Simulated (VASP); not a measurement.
A run of VASP 6.6.1 is set up as follows.

Contents of POSCAR:

```
Ru
1.0
    2.7058000000      0.0000000000      0.0000000000
   -1.3529000000      2.3432915376      0.0000000000
    0.0000000000      0.0000000000      4.2819000000
Ru
2
Direct
    0.3333333333      0.6666666667      0.2500000000
    0.6666666667      0.3333333333      0.7500000000
```

The input INCAR.step1:

```
SYSTEM = Ru
PREC = Accurate
ENCUT = 550
ISMEAR = 0
SIGMA = 0.2
LREAL = .FALSE.
LASPH = .TRUE.
NELM = 120
GGA = PE
ALGO = Normal
EDIFF = 1E-5
LWAVE = .TRUE.
LCHARG = .FALSE.
GGA_COMPAT = .FALSE.
IBRION = 2
ISIF = 3
EDIFFG = -0.005
NELMIN = 4
NSW = 100
```

File INCAR.step2:

```
SYSTEM = Ru
PREC = Accurate
ENCUT = 550
EDIFF = 1E-7
ISMEAR = 0
SIGMA = 0.2
LREAL = .FALSE.
LASPH = .TRUE.
NELM = 120
ALGO = Normal
ISIF = 3
LWAVE = .FALSE.
LCHARG = .FALSE.
METAGGA = R2SCAN
LMIXTAU = .TRUE.
IBRION = 2
NSW = 80
EDIFFG = -0.001
ISTART = 1
GGA_COMPAT = .FALSE.
NELMIN = 4
```

Contents of KPOINTS:

```
Automatic mesh
0
G
  18 18 12
  0 0 0
```

Potentials or basis: VASP PAW PBE potentials, release 64 (Ru_pv).

Run with:

```bash
$ cat potpaw_PBE.64/Ru_pv/POTCAR > POTCAR
$ cp INCAR.step1 INCAR
$ mpirun -np 1 vasp_std > vasp.out
$ cp INCAR.step2 INCAR
$ mpirun -np 1 vasp_std > vasp.out
```

(1) Predict the relaxed volume.

(2) What does it give for the relaxed cell?

## Answers

(1) 13.56 Å³/atom.

(2) a = 2.708 Å, b = 2.708 Å, c = 4.270 Å, α = 90.00°, β = 90.00°, γ = 120.00°.

Caveat: the PAW data sets were made with another functional, which shifts forces and pressure a little.
